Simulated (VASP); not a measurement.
Rh:

```
CELL_PARAMETERS angstrom
2.61122 0.00000 0.00000
-1.30561 2.26138 0.00000
0.00000 0.00000 4.20223
ATOMIC_POSITIONS crystal
Rh 0.66667 0.33333 0.75000
Rh 0.33333 0.66667 0.25000
```

This isn't the form of Rh at room conditions, which is fcc.

Base run:

| Quantity | Value |
| --- | --- |
| Program | VASP 6.6.1 |
| Functional | PBE |
| Potentials or basis | VASP PAW PBE potentials, release 64 (Rh_pv) |
| Cutoff | 500 eV |
| k mesh | 21 × 21 × 12 |
| Occupations | gaussian, width 0.15 eV |
| Spin | collinear spin, ferromagnetic start |
| Starting moments | [0.5, 0.5] μB |
| Fixed moment | 1 μB |

Its results: pressure 47.5 GPa; site moments Rh +0.49 μB.

After a change of settings the same cell gave: pressure 48.6 GPa; site moments Rh +0.62 μB. Which change was it?
A. fixed moment from 1 μB to 2 μB; moments at the start from [0.5, 0.5] to [1.0, 1.0]
B. fixed moment from 1 μB to 0.5 μB; moments at the start from [0.5, 0.5] to [0.25, 0.25]
C. fixed moment from 1 μB to 1.25 μB; moments at the start from [0.5, 0.5] to [0.62, 0.62]

C.

Caveats: the cell stands under pressure; the total moment is fixed, so each spin has its own Fermi level.
